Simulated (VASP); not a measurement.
# PbS (Fm-3m) in VASP: further runs

The runs below take PbS through single point, with PBE.

All numbers are computed with VASP 6.6.1; they aren't measurements. Logs are shortened: lines on timing, memory, paths and dates and some standing lists are left out, and cuts for length are marked.

### 1 The cell of the first run

Symmetry: Fm-3m, No. 225, cubic system. The conventional cell has a = 5.907 Å, b = 5.907 Å, c = 5.907 Å, α = 90.00°, β = 90.00°, γ = 90.00°. Pb (site symmetry m-3m) has 6 S at 2.95 Å within 3.9 Å. Within 3.9 Å of S (site symmetry m-3m) lie 6 Pb at 2.95 Å.

### 2 Single point, PBE

Contents of INCAR:

```
PREC = Accurate ; ENCUT = 500
EDIFF = 1E-6 ; ISMEAR = -1
SIGMA = 0.012 ; LREAL = False
LASPH = True ; NELM = 120
ALGO = Normal ; ISIF = 2
LWAVE = False ; LCHARG = False
GGA = PE ; NBANDS = 17
GGA_COMPAT = False
```

Contents of KPOINTS:

```
Automatic mesh
0
Gamma
  5 5 5
```

Contents of POSCAR:

```
PbS
1.0
    0.0000000000      2.9533260000      2.9533260000
    2.9533260000      0.0000000000      2.9533260000
    2.9533260000      2.9533260000      0.0000000000
Pb S
1 1
Direct
    0.0000000000      0.0000000000      0.0000000000
    0.5000000000      0.5000000000      0.5000000000
```

Potentials or basis: VASP PAW PBE potentials, release 64 (Pb_d, S).

Launch:

```
$ cat potpaw_PBE.64/Pb_d/POTCAR potpaw_PBE.64/S/POTCAR > POTCAR
$ mpirun -np 1 vasp_std > vasp.out
```

OUTCAR:

```text
PREC = Accurate
   ENCUT = 500
   EDIFF = 1E-6
   ISMEAR = -1
   LREAL = False
   LASPH = True
   NELM = 120
   ISIF = 2
   GGA = PE

 ion  position               nearest neighbor table
   1  0.000  0.000  0.000-   2 2.95   2 2.95   2 2.95   2 2.95   2 2.95   2 2.95
   2  0.500  0.500  0.500-   1 2.95   1 2.95   1 2.95   1 2.95   1 2.95   1 2.95

  LATTYP: Found a face centered cubic cell.
 ALAT       =     5.9066520000

  Lattice vectors:

 A1 = (   0.0000000000,   2.9533260000,   2.9533260000)
 A2 = (   2.9533260000,   0.0000000000,   2.9533260000)
 A3 = (   2.9533260000,   2.9533260000,   0.0000000000)

Analysis of symmetry for initial positions (statically):
=====================================================================
 Subroutine PRICEL returns:
 Original cell was already a primitive cell.

 Routine SETGRP: Setting up the symmetry group for a
 face centered cubic supercell.

 Subroutine GETGRP returns: Found 48 space group operations
 (whereof 48 operations were pure point group operations)
 out of a pool of 48 trial point group operations.

The static configuration has the point symmetry O_h .

Analysis of symmetry for dynamics (positions and initial velocities):
=====================================================================
 Subroutine PRICEL returns:
 Original cell was already a primitive cell.

 Routine SETGRP: Setting up the symmetry group for a
 face centered cubic supercell.

 Subroutine GETGRP returns: Found 48 space group operations
 (whereof 48 operations were pure point group operations)
 out of a pool of 48 trial point group operations.

The dynamic configuration has the point symmetry O_h .

 Subroutine INISYM returns: Found 48 space group operations
 (whereof 48 operations are pure point group operations),
 and found     1 'primitive' translations

----------------------------------------------------------------------------------------

                                     Primitive cell

  volume of cell :      51.5186

  direct lattice vectors                    reciprocal lattice vectors
     0.000000000  2.953326000  2.953326000    -0.169300646  0.169300646  0.169300646
     2.953326000  0.000000000  2.953326000     0.169300646 -0.169300646  0.169300646
     2.953326000  2.953326000  0.000000000     0.169300646  0.169300646 -0.169300646

  length of vectors
     4.176633683  4.176633683  4.176633683     0.293237321  0.293237321  0.293237321

  position of ions in fractional coordinates (direct lattice)
     0.000000000  0.000000000  0.000000000
     0.500000000  0.500000000  0.500000000

  ion indices of the primitive-cell ions
   primitive index   ion index
                 1           1
                 2           2

----------------------------------------------------------------------------------------

 KPOINTS: Automatic mesh

Automatic generation of k-mesh.
 Grid dimensions read from file:
 generate k-points for:    5    5    5

 Generating k-lattice:

  Cartesian coordinates                     Fractional coordinates (reciprocal lattice)
    -0.033860129  0.033860129  0.033860129     0.200000000  0.000000000  0.000000000
     0.033860129 -0.033860129  0.033860129     0.000000000  0.200000000  0.000000000
     0.033860129  0.033860129 -0.033860129     0.000000000  0.000000000  0.200000000

  Length of vectors
     0.058647464  0.058647464  0.058647464

  Shift w.r.t. Gamma in fractional coordinates (k-lattice)
     0.000000000  0.000000000  0.000000000

 Subroutine IBZKPT returns following result:
 ===========================================

 Found     10 irreducible k-points:

 Following reciprocal coordinates:
            Coordinates               Weight
  0.000000  0.000000  0.000000      1.000000
  0.200000  0.000000  0.000000      8.000000
  0.400000  0.000000  0.000000      8.000000
  0.200000  0.200000  0.000000      6.000000
  0.400000  0.200000  0.000000     24.000000
 -0.400000  0.200000  0.000000     24.000000
 -0.200000  0.200000  0.000000     12.000000
  0.400000  0.400000  0.000000      6.000000
 -0.400000  0.400000  0.000000     12.000000
 -0.400000  0.400000  0.200000     24.000000
   k-points           NKPTS =     10   k-points in BZ     NKDIM =     10   number of bands    NBANDS=     17
   number of dos      NEDOS =    301   number of ions     NIONS =      2
   total plane-waves  NPLWV =  27000
   dimension x,y,z NGX =    30 NGY =   30 NGZ =   30
   dimension x,y,z NGXF=    60 NGYF=   60 NGZF=   60
   ions per type =               1   1
   NGX,Y,Z   is equivalent  to a cutoff of  11.94, 11.94, 11.94 a.u.
   NGXF,Y,Z  is equivalent  to a cutoff of  23.88, 23.88, 23.88 a.u.
 SYSTEM =  unknown system
   PREC   = accura    normal or accurate (medium, high low for compatibility)
   ISTART =      0    job   : 0-new  1-cont  2-samecut
   ICHARG =      2    charge: 1-file 2-atom 10-const
   ISPIN  =      1    spin polarized calculation?
   LNONCOLLINEAR =      F non collinear calculations
   LSORBIT =      F    spin-orbit coupling
   LASPH  =      T    aspherical Exc in radial PAW
   ENCUT  =  500.0 eV  36.75 Ry    6.06 a.u.   7.61  7.61  7.61*2*pi/ulx,y,z
   NELM   =    120;   NELMIN=  2; NELMDL= -5     # of ELM steps
   EDIFF  = 0.1E-05   stopping-criterion for ELM
   LREAL  =      F    real-space projection
   EDIFFG = 0.1E-04   stopping-criterion for IOM
   NSW    =      0    number of steps for IOM
   IBRION =     -1    ionic relax: 0-MD 1-quasi-New 2-CG
   NFREE  =      0    steps in history (QN), initial steepest desc. (CG)
   ISIF   =      2    stress and relaxation
   ISYM   =      2    0-nonsym 1-usesym 2-fastsym
   POTIM  = 0.5000    time-step for ionic-motion
   TEBEG  =    0.0;   TEEND  =   0.0 temperature during run
   PSTRESS=    0.0 pullay stress
   NELECT =      20.0000    total number of electrons
   NUPDOWN=      -1.0000    fix difference up-down
   EMIN   =  10.00;   EMAX   =-10.00  energy-range for DOS
   EFERMI =   0.00;   METHOD = LEGACY
   ISMEAR =    -1;   SIGMA  =   0.01  broadening in eV -4-tet -1-fermi 0-gaus
   EFERMI_NEDOS =   21; number of points for ismear=-14 and -15
   IALGO  =     38    algorithm
   IMIX   =      4    mixing-type and parameters
     AMIX     =   0.40;   BMIX     =  1.00
     AMIX_MAG =   1.60;   BMIX_MAG =  1.00
  volume/ion in A,a.u.               =      25.76       173.83
  Fermi-wavevector in a.u.,A,eV,Ry     =   1.194254  2.256813 19.405215  1.426243
  Thomas-Fermi vector in A             =   2.330249
   LORBIT       =      0    0 simple, 1 ext, 2 COOP (PROOUT), +10 PAW based schemes
   GGA     = PE    functional components
   LHFCALC =     F    Hartree Fock is set to
   AEXX    =    0.0000 exact exchange contribution
   IVDW    =     0    specifies the selected vdW correction
   LEPSILON=     F    determine dielectric tensor
   LRPA    =     F    only Hartree local field effects (RPA)
 non-spin polarized calculation
  energy-cutoff  :      500.00
  volume of cell :       51.52
 maximum number of plane-waves:      1326
   NGX = 15   NGY = 15   NGZ = 15

 number of electron      20.0000006 magnetization

 Free energy of the ion-electron system (eV)
  ---------------------------------------------------
  ext. energy  EPLUGINS =         0.00000000
  ---------------------------------------------------
  free energy    TOTEN  =        -8.75865960 eV

  energy without entropy =       -8.75865960  energy(sigma->0) =       -8.75865960

 E-fermi :   5.8985     XC(G=0):  -9.7467

 val. band max:        5.5791528352   @ k =   0.4000   0.0000   0.0000
 cond. band min:       6.8706017814   @ k =   0.4000   0.0000   0.0000
 fundamental gap:      1.2914489462
 Fermi energy:         5.8984586930

 k-point     1 :       0.0000    0.0000    0.0000
  band No.  band energies     occupation
      1     -10.8630      2.00000
      2     -10.8630      2.00000
      3     -10.8630      2.00000
      4     -10.8473      2.00000
      5     -10.8473      2.00000
      6      -7.7316      2.00000
      7      -0.0299      2.00000
      8       3.7443      2.00000
      9       3.7443      2.00000
     10       3.7443      2.00000
     11      11.2366      0.00000
     12      11.2366      0.00000
     13      11.2366      0.00000
     14      12.6824      0.00000
     15      12.6824      0.00000
     16      12.6824      0.00000
     17      14.6038      0.00000

 k-point     2 :       0.2000    0.0000    0.0000
  band No.  band energies     occupation
      1     -10.8632      2.00000
      2     -10.8632      2.00000
      3     -10.8615      2.00000
      4     -10.8418      2.00000
      5     -10.8418      2.00000
      6      -7.3936      2.00000
      7      -1.0842      2.00000
      8       3.8520      2.00000
      9       3.8520      2.00000
     10       4.5104      2.00000
     11       8.9580      0.00000
     12       9.6739      0.00000
     13       9.6739      0.00000
     14      12.6838      0.00000
     15      13.5201      0.00000
     16      13.5201      0.00000
     17      17.0659      0.00000

 k-point     3 :       0.4000    0.0000    0.0000
  band No.  band energies     occupation
      1     -10.8798      2.00000
      2     -10.8798      2.00000
      3     -10.8601      2.00000
      4     -10.8164      2.00000
      5     -10.8164      2.00000
      6      -6.6403      2.00000
      7      -2.6430      2.00000
      8       4.0917      2.00000
      9       4.0917      2.00000
     10       5.5792      2.00000
     11       6.8706      0.00000
     12       8.1470      0.00000
     13       8.1470      0.00000
     14      13.9513      0.00000
     15      15.4065      0.00000
     16      15.4065      0.00000
     17      17.4906      0.00000

 k-point     4 :       0.2000    0.2000    0.0000
  band No.  band energies     occupation
      1     -10.8856      2.00000
      2     -10.8723      2.00000
      3     -10.8417      2.00000
      4     -10.8417      2.00000
      5     -10.8380      2.00000
      6      -7.2678      2.00000
      7      -1.0243      2.00000
      8       3.2753      2.00000
      9       3.2753      2.00000
     10       4.8199      2.00000
     11       8.0956      0.00000
     12      10.8318      0.00000
     13      10.8318      0.00000
     14      11.0613      0.00000
     15      15.0970      0.00000
     16      15.0970      0.00000
     17      15.5570      0.00000

 k-point     5 :       0.4000    0.2000    0.0000
  band No.  band energies     occupation
      1     -10.9198      2.00000
      2     -10.8678      2.00000
      3     -10.8518      2.00000
      4     -10.8274      2.00000
      5     -10.8126      2.00000
      6      -6.6182      2.00000
      7      -2.0101      2.00000
      8       3.0137      2.00000
      9       3.1867      2.00000
     10       3.9960      2.00000
     11       8.4484      0.00000
     12       9.7754      0.00000
     13       9.9337      0.00000
     14      11.9567      0.00000
     15      16.0121      0.00000
     16      16.3811      0.00000
     17      17.5242      0.00000

 k-point     6 :      -0.4000    0.2000    0.0000
  band No.  band energies     occupation
      1     -10.9141      2.00000
      2     -10.8655      2.00000
      3     -10.8497      2.00000
      4     -10.8287      2.00000
      5     -10.8149      2.00000
      6      -6.2752      2.00000
      7      -2.6067      2.00000
      8       2.3431      2.00000
      9       3.6994      2.00000
     10       4.6534      2.00000
     11       7.7354      0.00000
     12       8.6916      0.00000
     13      10.0328      0.00000
     14      14.0910      0.00000
     15      15.2888      0.00000
     16      15.4081      0.00000
     17      17.7605      0.00000

 k-point     7 :      -0.2000    0.2000    0.0000
  band No.  band energies     occupation
      1     -10.8796      2.00000
      2     -10.8662      2.00000
      3     -10.8563      2.00000
      4     -10.8395      2.00000
      5     -10.8273      2.00000
      6      -6.8864      2.00000
      7      -1.8880      2.00000
      8       2.6804      2.00000
      9       4.2123      2.00000
     10       5.4425      2.00000
     11       7.3091      0.00000
     12       8.3977      0.00000
     13      10.1134      0.00000
     14      13.6789      0.00000
     15      13.9653      0.00000
     16      15.8904      0.00000
     17      16.2521      0.00000

 k-point     8 :       0.4000    0.4000    0.0000
  band No.  band energies     occupation
      1     -10.9908      2.00000
      2     -10.8873      2.00000
      3     -10.8229      2.00000
      4     -10.8054      2.00000
      5     -10.8054      2.00000
      6      -6.2324      2.00000
      7      -1.4259      2.00000
      8       1.5359      2.00000
      9       2.5700      2.00000
     10       2.5700      2.00000
     11       9.9330      0.00000
     12      10.8315      0.00000
     13      11.5069      0.00000
     14      11.5069      0.00000
     15      16.7716      0.00000
     16      17.8694      0.00000
     17      18.0872      0.00000

 k-point     9 :      -0.4000    0.4000    0.0000
  band No.  band energies     occupation
      1     -10.9839      2.00000
      2     -10.8743      2.00000
      3     -10.8338      2.00000
      4     -10.8112      2.00000
      5     -10.8046      2.00000
      6      -6.0011      2.00000
      7      -1.8370      2.00000
      8       0.9510      2.00000
      9       2.7889      2.00000
     10       3.1438      2.00000
     11       9.6245      0.00000
     12      10.5831      0.00000
     13      11.2322      0.00000
     14      11.8088      0.00000
     15      16.6987      0.00000
     16      17.3553      0.00000
     17      18.4555      0.00000

 k-point    10 :      -0.4000    0.4000    0.2000
  band No.  band energies     occupation
      1     -10.9529      2.00000
      2     -10.8585      2.00000
      3     -10.8504      2.00000
      4     -10.8274      2.00000
      5     -10.8058      2.00000
      6      -6.1162      2.00000
      7      -2.1281      2.00000
      8       1.8623      2.00000
      9       1.9375      2.00000
     10       4.6749      2.00000
     11       8.2690      0.00000
     12      10.3418      0.00000
     13      10.4306      0.00000
     14      13.3118      0.00000
     15      15.0732      0.00000
     16      17.5617      0.00000
     17      17.7022      0.00000

------------------------ aborting loop because EDIFF is reached ----------------------------------------

  FORCE on cell =-STRESS in cart. coord.  units (eV):
  Direction    XX          YY          ZZ          XY          YZ          ZX
  --------------------------------------------------------------------------------------
  -------------------------------------------------------------------------------------
  Total        0.8801625      0.8801625      0.8801625     -0.0000000      0.0000000      0.0000000
  in kB       27.3721721     27.3721721     27.3721721     -0.0000000      0.0000000      0.0000000
  external PRESSURE =      27.3721721 kB  Pullay stress =       0.0000000 kB

 VOLUME and BASIS-vectors are now :
 -----------------------------------------------------------------------------
  energy-cutoff  :      500.00
  volume of cell :       51.52
      direct lattice vectors                 reciprocal lattice vectors
     0.000000000  2.953326000  2.953326000    -0.169300646  0.169300646  0.169300646
     2.953326000  0.000000000  2.953326000     0.169300646 -0.169300646  0.169300646
     2.953326000  2.953326000  0.000000000     0.169300646  0.169300646 -0.169300646

 POSITION                                       TOTAL-FORCE (eV/Angst)
 -----------------------------------------------------------------------------------
      0.00000      0.00000      0.00000        -0.000000     -0.000000     -0.000000
      2.95333      2.95333      2.95333         0.000000      0.000000      0.000000
 -----------------------------------------------------------------------------------
    total drift:                               -0.000000      0.000000      0.000000

  FREE ENERGIE OF THE ION-ELECTRON SYSTEM (eV)
  ---------------------------------------------------
  free  energy   TOTEN  =        -8.7586596026 eV

  energy  without entropy=       -8.7586596025  energy(sigma->0) =       -8.75865960
```

It took 9.8 s on 1 thread of Intel Xeon 6975P-C (Granite Rapids), shared host; peak memory 0.16 GiB.

Results:

```
Free energy : -8.7587 eV
Pressure    : 2.7 GPa
```

Levels at points of the mesh, in eV from the Fermi level:
```csv
k point,band 6,band 7,band 8,band 9,band 10,band 11,band 12,band 13,band 14,band 15
"(0.00, 0.00, 0.00)",-13.63,-5.93,-2.15,-2.15,-2.15,5.34,5.34,5.34,6.78,6.78
```

Caveat: this odd mesh misses L, where the gap lies, so gap, dielectric constants and Born charges aren't listed; spin-orbit coupling is left out, which moves the levels of the heavy elements.

### 3 Single point, PBE

Contents of INCAR:

```
SYSTEM = PbS
  ALGO = Normal
  EDIFF = 1E-6
  ENCUT = 500
  GGA = PE
  GGA_COMPAT = .FALSE.
  ISIF = 2
  ISMEAR = -1
  LASPH = .TRUE.
  LCHARG = .FALSE.
  LREAL = .FALSE.
  LWAVE = .FALSE.
  NBANDS = 17
  NELM = 120
  PREC = Accurate
  SIGMA = 0.012
```

Contents of KPOINTS:

```
k-points
0
G
  5 5 5
  0 0 0
```

POSCAR is that of step 2.

Potentials or basis: VASP PAW PBE potentials, release 64 (Pb_d, S).

Launch:

```
$ cat potpaw_PBE.64/Pb_d/POTCAR potpaw_PBE.64/S/POTCAR > POTCAR
$ mpirun -np 1 vasp_std > vasp.out
```

Run time: 11 s. Hardware: 1 thread of Intel Xeon 6975P-C (Granite Rapids), shared host; peak memory 0.16 GiB.

Results (log left out):

| Property | Result |
| --- | --- |
| Free energy | -8.7587 eV |
| Pressure | 2.7 GPa |

Levels at points of the mesh, in eV from the Fermi level:
```tsv
k point	band 8	band 9	band 10	band 11	band 12	band 13
(0.00, 0.00, 0.00)	-2.15	-2.15	-2.15	5.34	5.34	5.34
```

Caveat: this odd mesh misses L, where the gap lies, so gap, dielectric constants and Born charges aren't listed; spin-orbit coupling is left out, which moves the levels of the heavy elements.
